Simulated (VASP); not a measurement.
# MgO (Fm-3m) in VASP: notebook

MgO is run at these levels: PBEsol; tasks: single point.

Everything below comes from runs of VASP 6.6.1. Logs are shortened: lines on timing, memory, paths and dates and some standing lists are left out, and cuts for length are marked.

**Measured values to compare with.**

“Electronic structure of alkaline earth and post-transition metal oxides”, 2009, arxiv:0908.1581 quotes, for a bulk crystal of MgO: band gap 7.83 eV.

How close the calculation comes is told below.

### 1 The cell of the first run

It takes space group Fm-3m (No. 225, cubic). Conventional cell: a = 4.214 Å, b = 4.214 Å, c = 4.214 Å, α = 90.00°, β = 90.00°, γ = 90.00°. Within 2.8 Å of Mg (site symmetry m-3m) lie 6 O at 2.11 Å. Within 2.8 Å of O (site symmetry m-3m) lie 6 Mg at 2.11 Å.

### 2 Single point, PBEsol

The input, INCAR:

```
PREC = Accurate
ENCUT = 520
EDIFF = 1E-6
ISMEAR = 0
SIGMA = 0.01
LREAL = F
LASPH = T
NELM = 100
ALGO = Normal
ISIF = 2
LWAVE = F
LCHARG = F
GGA = PS
NBANDS = 11
```

The input, KPOINTS:

```
Automatic mesh
0
Gamma
  10 10 10
```

The input, POSCAR:

```
MgO
1.0
    0.0000000000      2.1071401257      2.1071401257
    2.1071401257      0.0000000000      2.1071401257
    2.1071401257      2.1071401257      0.0000000000
Mg O
1 1
Direct
    0.0000000000      0.0000000000      0.0000000000
    0.5000000000      0.5000000000      0.5000000000
```

Potentials or basis: VASP PAW PBE potentials, release 64 (Mg, O).

The run is started by

```sh
$ cat potpaw_PBE.64/Mg/POTCAR potpaw_PBE.64/O/POTCAR > POTCAR
$ mpirun -np 1 vasp_std > vasp.out
```

OUTCAR:

```text
PREC = Accurate
   ENCUT = 520
   EDIFF = 1E-6
   ISMEAR = 0
   LREAL = F
   LASPH = T
   NELM = 100
   ISIF = 2
   GGA = PS

 ion  position               nearest neighbor table
   1  0.000  0.000  0.000-   2 2.11   2 2.11   2 2.11   2 2.11   2 2.11   2 2.11
   2  0.500  0.500  0.500-   1 2.11   1 2.11   1 2.11   1 2.11   1 2.11   1 2.11

  LATTYP: Found a face centered cubic cell.
 ALAT       =     4.2142802514

  Lattice vectors:

 A1 = (   0.0000000000,   2.1071401257,   2.1071401257)
 A2 = (   2.1071401257,   0.0000000000,   2.1071401257)
 A3 = (   2.1071401257,   2.1071401257,   0.0000000000)

Analysis of symmetry for initial positions (statically):
=====================================================================
 Subroutine PRICEL returns:
 Original cell was already a primitive cell.

 Routine SETGRP: Setting up the symmetry group for a
 face centered cubic supercell.

 Subroutine GETGRP returns: Found 48 space group operations
 (whereof 48 operations were pure point group operations)
 out of a pool of 48 trial point group operations.

The static configuration has the point symmetry O_h .

Analysis of symmetry for dynamics (positions and initial velocities):
=====================================================================
 Subroutine PRICEL returns:
 Original cell was already a primitive cell.

 Routine SETGRP: Setting up the symmetry group for a
 face centered cubic supercell.

 Subroutine GETGRP returns: Found 48 space group operations
 (whereof 48 operations were pure point group operations)
 out of a pool of 48 trial point group operations.

The dynamic configuration has the point symmetry O_h .

 Subroutine INISYM returns: Found 48 space group operations
 (whereof 48 operations are pure point group operations),
 and found     1 'primitive' translations

----------------------------------------------------------------------------------------

                                     Primitive cell

  volume of cell :      18.7116

  direct lattice vectors                    reciprocal lattice vectors
     0.000000000  2.107140126  2.107140126    -0.237288443  0.237288443  0.237288443
     2.107140126  0.000000000  2.107140126     0.237288443 -0.237288443  0.237288443
     2.107140126  2.107140126  0.000000000     0.237288443  0.237288443 -0.237288443

  length of vectors
     2.979946144  2.979946144  2.979946144     0.410995640  0.410995640  0.410995640

  position of ions in fractional coordinates (direct lattice)
     0.000000000  0.000000000  0.000000000
     0.500000000  0.500000000  0.500000000
[... 81 lines left out ...]
   IBRION =     -1    ionic relax: 0-MD 1-quasi-New 2-CG
   NFREE  =      0    steps in history (QN), initial steepest desc. (CG)
   ISIF   =      2    stress and relaxation
   ISYM   =      2    0-nonsym 1-usesym 2-fastsym
   POTIM  = 0.5000    time-step for ionic-motion
   TEBEG  =    0.0;   TEEND  =   0.0 temperature during run
   PSTRESS=    0.0 pullay stress
   NELECT =       8.0000    total number of electrons
   NUPDOWN=      -1.0000    fix difference up-down
   EMIN   =  10.00;   EMAX   =-10.00  energy-range for DOS
   EFERMI =   0.00;   METHOD = LEGACY
   ISMEAR =     0;   SIGMA  =   0.01  broadening in eV -4-tet -1-fermi 0-gaus
   EFERMI_NEDOS =   21; number of points for ismear=-14 and -15
   IALGO  =     38    algorithm
   IMIX   =      4    mixing-type and parameters
     AMIX     =   0.40;   BMIX     =  1.00
     AMIX_MAG =   1.60;   BMIX_MAG =  1.00
  volume/ion in A,a.u.               =       9.36        63.14
  Fermi-wavevector in a.u.,A,eV,Ry     =   1.233298  2.330596 20.694792  1.521024
  Thomas-Fermi vector in A             =   2.368034
   LORBIT       =      0    0 simple, 1 ext, 2 COOP (PROOUT), +10 PAW based schemes
   GGA     = PS    functional components
   LHFCALC =     F    Hartree Fock is set to
   AEXX    =    0.0000 exact exchange contribution
   IVDW    =     0    specifies the selected vdW correction
   LEPSILON=     F    determine dielectric tensor
   LRPA    =     F    only Hartree local field effects (RPA)
 non-spin polarized calculation
 Gauss-broadening in eV      SIGMA  =   0.01
  energy-cutoff  :      520.00
  volume of cell :       18.71
 maximum number of plane-waves:       531
 NGX is ok and might be reduce to    24
   NGX = 11   NGY = 11   NGZ = 11

 number of electron       8.0000005 magnetization

 Free energy of the ion-electron system (eV)
  ---------------------------------------------------
  ext. energy  EPLUGINS =         0.00000000
  ---------------------------------------------------
  free energy    TOTEN  =       -12.51246609 eV

  energy without entropy =      -12.51246609  energy(sigma->0) =      -12.51246609

 E-fermi :   3.1472     XC(G=0): -11.3027

 val. band max:        3.0554858570   @ k =   0.0000   0.0000   0.0000
 cond. band min:       7.6745040433   @ k =   0.0000   0.0000   0.0000
 fundamental gap:      4.6190181863
 Fermi energy:         3.1472246281

 k-point     1 :       0.0000    0.0000    0.0000
  band No.  band energies     occupation
      1     -14.1422      2.00000
      2       3.0555      2.00000
      3       3.0555      2.00000
      4       3.0555      2.00000
      5       7.6745      0.00000
      6      18.6785      0.00000
      7      18.6785      0.00000
      8      18.6785      0.00000
      9      22.5170      0.00000
     10      24.3988      0.00000
     11      24.3988      0.00000
[... 309 lines left out ...]
 k-point    24 :       0.4000    0.3000    0.0000
  band No.  band energies     occupation
      1     -12.8795      2.00000
      2      -0.5666      2.00000
      3       1.7346      2.00000
      4       1.9579      2.00000
      5      12.5071      0.00000
      6      13.0553      0.00000
      7      16.5182      0.00000
      8      21.0798      0.00000
      9      21.2839      0.00000
     10      27.7987      0.00000
     11      29.9168      0.00000

 [... further k-points ...]
[... 5 lines left out ...]
  --------------------------------------------------------------------------------------
  -------------------------------------------------------------------------------------
  Total       -0.0620763     -0.0620763     -0.0620763      0.0000000      0.0000000      0.0000000
  in kB       -5.3152828     -5.3152828     -5.3152828      0.0000000      0.0000000      0.0000000
  external PRESSURE =      -5.3152828 kB  Pullay stress =       0.0000000 kB

 VOLUME and BASIS-vectors are now :
 -----------------------------------------------------------------------------
  energy-cutoff  :      520.00
  volume of cell :       18.71
      direct lattice vectors                 reciprocal lattice vectors
     0.000000000  2.107140126  2.107140126    -0.237288443  0.237288443  0.237288443
     2.107140126  0.000000000  2.107140126     0.237288443 -0.237288443  0.237288443
     2.107140126  2.107140126  0.000000000     0.237288443  0.237288443 -0.237288443

 POSITION                                       TOTAL-FORCE (eV/Angst)
 -----------------------------------------------------------------------------------
      0.00000      0.00000      0.00000        -0.000000     -0.000000      0.000000
      2.10714      2.10714      2.10714         0.000000      0.000000     -0.000000
 -----------------------------------------------------------------------------------
    total drift:                               -0.000000     -0.000000      0.000000

  FREE ENERGIE OF THE ION-ELECTRON SYSTEM (eV)
  ---------------------------------------------------
  free  energy   TOTEN  =       -12.5124660900 eV

  energy  without entropy=      -12.5124660900  energy(sigma->0) =      -12.51246609
```

OSZICAR:

```text
N       E                     dE             d eps       ncg     rms          rms(c)
DAV:   1     0.155414452520E+02    0.15541E+02   -0.45960E+03  1146   0.645E+02
DAV:   2    -0.131997576960E+02   -0.28741E+02   -0.27903E+02  1174   0.137E+02
DAV:   3    -0.138962176957E+02   -0.69646E+00   -0.69599E+00  1273   0.188E+01
DAV:   4    -0.138977845554E+02   -0.15669E-02   -0.15668E-02  1112   0.104E+00
DAV:   5    -0.138977895484E+02   -0.49929E-05   -0.49930E-05  1202   0.571E-02    0.666E+00
DAV:   6    -0.125490258129E+02    0.13488E+01   -0.76356E+00  1076   0.150E+01    0.219E+00
DAV:   7    -0.125261395500E+02    0.22886E-01   -0.48876E-02  1130   0.203E+00    0.130E+00
DAV:   8    -0.125128429197E+02    0.13297E-01   -0.23703E-02  1082   0.175E+00    0.223E-01
DAV:   9    -0.125125494266E+02    0.29349E-03   -0.36688E-04  1172   0.135E-01    0.139E-01
DAV:  10    -0.125124641241E+02    0.85302E-04   -0.44827E-04  1148   0.157E-01    0.455E-03
DAV:  11    -0.125124657160E+02   -0.15918E-05   -0.41623E-06  1130   0.145E-02    0.346E-03
DAV:  12    -0.125124660900E+02   -0.37405E-06   -0.10997E-07   598   0.316E-03
   1 F= -.12512466E+02 E0= -.12512466E+02  d E =-.476616E-41
```

stdout:

```text
POSCAR found type information on POSCAR MgO
 POSCAR found :  2 types and       2 ions
 scaLAPACK will be used
 -----------------------------------------------------------------------------
|                                                                             |
|                                                                             |
|     You enforced a specific xc type in the INCAR file but a different       |
|     I HOPE YOU KNOW WHAT YOU ARE DOING!                                     |
|                                                                             |
 -----------------------------------------------------------------------------

 LDA part: xc-table for (Slater+PW92), standard interpolation
 POSCAR, INCAR and KPOINTS ok, starting setup
 FFT: planning ... GRIDC
 FFT: planning ... GRID_SOFT
 FFT: planning ... GRID
 WAVECAR not read
 entering main loop
```

Run time: 13 s. Hardware: 1 thread of Intel Xeon Platinum 8375C at 2.90GHz (Ice Lake), shared host; peak memory 0.14 GiB.

What came out:

```
Free energy            : -12.5125 eV
Pressure               : -0.5 GPa
Band gap on the k mesh : 4.62 eV, direct
```

Levels at points of the mesh, in eV from the valence-band top:
```csv
k point,band 2,band 3,band 4,band 5,band 6,band 7
"(0.00, 0.00, 0.00)",0.00,0.00,0.00,4.62,15.62,15.62
"(0.50, 0.00, 0.00)",-4.67,-0.66,-0.66,7.73,12.49,16.16
"(0.50, 0.50, 0.00)",-4.14,-1.36,-1.36,8.92,9.86,12.96
```

Caveat: the PAW data sets were made with another functional, which shifts forces and pressure a little.

### 3 Single point, PBEsol

The input, INCAR:

```
SYSTEM = MgO
  PREC = Accurate
  ENCUT = 520
  EDIFF = 1E-7
  ISMEAR = 0
  SIGMA = 0.01
  LREAL = .FALSE.
  LASPH = .TRUE.
  NELM = 100
  ALGO = Normal
  ISIF = 2
  LWAVE = .FALSE.
  LCHARG = .FALSE.
  GGA = PS
  NBANDS = 11
```

The input, KPOINTS:

```
Automatic mesh
0
G
  10 10 10
  0 0 0
```

POSCAR is that of step 2.

Potentials or basis: VASP PAW PBE potentials, release 64 (Mg, O).

The run is started by

```sh
$ cat potpaw_PBE.64/Mg/POTCAR potpaw_PBE.64/O/POTCAR > POTCAR
$ mpirun -np 1 vasp_std > vasp.out
```

It took 16 s on 1 thread of Intel Xeon Platinum 8375C at 2.90GHz (Ice Lake), shared host; peak memory 0.14 GiB.

The run converged. Its results:

| Quantity | Value |
| --- | --- |
| Free energy | -12.5125 eV |
| Pressure | -0.5 GPa |
| Band gap on the k mesh | 4.62 eV, direct |

Levels at points of the mesh, in eV from the valence-band top:
```tsv
k point	band 2	band 3	band 4	band 5	band 6	band 7
(0.00, 0.00, 0.00)	0.00	0.00	0.00	4.62	15.62	15.62
(0.50, 0.00, 0.00)	-4.67	-0.66	-0.66	7.73	12.49	16.16
(0.50, 0.50, 0.00)	-4.14	-1.36	-1.36	8.92	9.86	12.96
```

Caveat: the PAW data sets were made with another functional, which shifts forces and pressure a little.

### 4 Comparison with measurements

Step 2. Against the measured gap of MgO, 7.83 eV (quoted in “Electronic structure of alkaline earth and post-transition metal oxides”, 2009, arxiv:0908.1581), the calculated 4.62 eV is off by -3.21 eV. The value is that of PBEsol, without temperature or zero-point motion. Semilocal functionals fall short of measured gaps as a rule.

Step 3. A measured gap of MgO is 7.83 eV (quoted in “Electronic structure of alkaline earth and post-transition metal oxides”, 2009, arxiv:0908.1581); the calculated 4.62 eV misses it by -3.21 eV. The value is that of PBEsol, without temperature or zero-point motion. Semilocal functionals fall short of measured gaps as a rule.
